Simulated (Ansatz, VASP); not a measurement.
# Os in VASP and in Ansatz

```
CELL_PARAMETERS angstrom
2.79795 0.00000 0.00000
-1.39898 2.42310 0.00000
0.00000 0.00000 4.39830
ATOMIC_POSITIONS crystal
Os 0.33333 0.66667 0.25000
Os 0.66667 0.33333 0.75000
```

Alike in both runs: functional BLYP; k mesh 13 × 13 × 7; occupations fermi-dirac, width 0.1 eV; no spin polarisation.

Ansatz relaxed the structure, and its values are those at the end. VASP's run is a single point on that final structure, the one shown.

|  | VASP | Ansatz |
| --- | --- | --- |
| version | VASP 6.6.1 | Ansatz 0.2.0 |
| potentials or method | VASP PAW PBE potentials, release 64 (Os), cutoff 520 eV | plane waves (420 eV) with PAW, scalar-relativistic |
| valence electrons in the cell | 16 | 32 |

Ansatz gave:

- pressure (GPa): 0.0

Q: Estimate VASP's values.

A: Pressure (GPa): 2.6.

VASP's potentials were made for PBE, not for BLYP. VASP's potentials hold 16 valence electrons a cell and Ansatz's 32, so a difference there can come from the potentials and not from the codes.

Neither program's run includes spin-orbit coupling.
